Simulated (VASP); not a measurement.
Input of a VASP 6.6.1 run:

Contents of INCAR:

```
PREC = Accurate ; ENCUT = 520
EDIFF = 1E-7 ; ISMEAR = -1
SIGMA = 0.05 ; LREAL = F
LASPH = T ; NELM = 150
ALGO = Normal ; ISIF = 2
LWAVE = F ; LCHARG = F
ISPIN = 2 ; MAGMOM = 0.5 0.5 -0.5 -0.5
LORBIT = 11 ; LMAXMIX = 4
GGA = B5 ; ALDAX = 1.0
AGGAX = 1.0 ; AGGAC = 1.0
ALDAC = 0.0 ; NBANDS = 32
```

KPOINTS

```
Automatic mesh
0
Gamma
  13 13 4
```

The input POSCAR:

```
Pd
1.0
    2.8346543999      0.0000000000      0.0000000000
   -1.4173272000      2.4548827213      0.0000000000
    0.0000000000      0.0000000000      9.4110973198
Pd
4
Direct
    0.0000000000      0.0000000000      1.0000000000
    0.0000000000      0.0000000000      0.5000000000
    0.3333333333      0.6666666667      0.2500000000
    0.6666666667      0.3333333333      0.7500000000
```

Potentials or basis: VASP PAW PBE potentials, release 64 (Pd).

Run with:

```console
$ cat potpaw_PBE.64/Pd/POTCAR > POTCAR
$ mpirun -np 1 vasp_std > vasp.out
```

**Question.** Estimate the band gap on the k mesh.

**Answer.** Zero (filled and empty bands overlap).

**Question.** What does it give for the net moment?

**Answer.** 0.02 μB per cell.
